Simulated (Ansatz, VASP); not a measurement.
**HfN in VASP and in Ansatz**

```
Hf N
1.0
     0.00000    2.30331    2.30331
     2.30331    0.00000    2.30331
     2.30331    2.30331    0.00000
Hf N
1 1
Direct
  0.00000 0.00000 0.00000
  0.50000 0.50000 0.50000
```

Change from the starting cell: volume scaled by 1.06, PAW files.

Alike in both runs: task electric field gradients; functional LDA; k mesh 10 × 10 × 10; occupations fermi-dirac, width 0.03 eV; no spin polarisation.

```csv
,VASP,Ansatz
version,VASP 6.6.1,Ansatz 0.2.0
potentials or method,"VASP PAW LDA potentials, release 64 (Hf_pv, N)","PAW with Ansatz's default frozen-core files, scalar-relativistic"
plane-wave cutoff (eV),520,420
valence electrons in the cell,15,31
```

```tsv
	VASP	Ansatz	Ansatz less VASP
pressure (GPa)	-23.9	-22.7	+1.22
```

LDA's correlation is that of Perdew and Zunger in VASP and of Perdew and Wang (1992) in Ansatz. VASP's potentials hold 15 valence electrons a cell and Ansatz's 31, so a difference there can come from the potentials and not from the codes.

Neither program's run includes spin-orbit coupling.
